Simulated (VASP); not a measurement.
**C: single point with LDA**

Crystal: C.

```xyz
2
Lattice="1.2280 0.7090 3.3470 -1.2280 0.7090 3.3470 0.0000 -1.4180 3.3470" Properties=species:S:1:pos:R:3 pbc="T T T"
C    -0.2121   -0.2121    1.6467
C     0.0000    0.0000    8.3943
```

This cell differs from its parent crystal: atom 1 (C) moved by (-0.300, +0.000) A along [1 1 0] and z.

```
Program                : VASP 6.6.1
Task                   : single point
Functional             : LDA
Potentials or basis    : VASP PAW LDA potentials, release 64 (C)
Cutoff                 : 520 eV
k mesh                 : 12 × 12 × 12
Occupations            : gaussian, width 0.05 eV
Spin                   : no spin polarisation
Dipole correction      : no
Further INCAR settings : ALGO = Normal; EDIFF = 1e-06; NBANDS = 11
```

* Pressure: 27.2 GPa
* Largest force: 11.105 eV/Å
* Band gap on the k mesh: zero (bands 4 and 5 overlap by 2.93 eV)

Forces on the atoms (eV/Å):
```
C     3.903  10.388   0.421
C    -3.903 -10.388  -0.421
```

Stress tensor (GPa, compression positive):
```
 10.28 -18.17  -1.81
-18.17  72.45  -5.62
 -1.81  -5.62  -1.03
```

Levels at points of the mesh, in eV from the Fermi level:
```
           k point  band 1  band 2  band 3  band 4  band 5  band 6  band 7  band 8
(0.00, 0.00, 0.00)  -19.93   -7.31   -7.12    1.70    2.67    3.70   11.67   12.19
(0.50, 0.00, 0.00)  -15.22  -11.91   -8.92   -4.04    4.69    6.77   11.61   12.26
(0.00, 0.50, 0.00)  -15.02  -13.98   -4.88   -2.20    1.01    4.10   11.46   11.73
(0.00, 0.00, 0.50)  -15.15  -14.05   -5.00   -0.79   -0.68    5.89   10.76   11.85
(0.50, 0.50, 0.00)  -15.07  -13.94   -5.05   -1.78   -1.13    5.62   12.73   13.96
(0.50, 0.00, 0.50)  -14.93  -13.89   -4.90   -3.01    0.46    3.88   12.68   14.33
(0.00, 0.50, 0.50)  -15.11  -11.80   -8.95   -4.71    4.01    6.36   11.69   14.70
(0.50, 0.50, 0.50)  -19.61   -9.12   -7.32    1.79    2.64    9.54   11.71   12.05
```

It took 87 s on 1 thread of Intel(R) Xeon(R) 6975P-C (Granite Rapids), with other jobs on the host, peak memory 0.24 GiB.

Caveat: the cell differs from its parent crystal (atom 1 (C) moved by (-0.300, +0.000) A along [1 1 0] and z); the stress differs along the axes, from -1 to 72 GPa; forces of over 1 eV/Å act on the atoms, so gaps and moduli don't describe the material at rest.
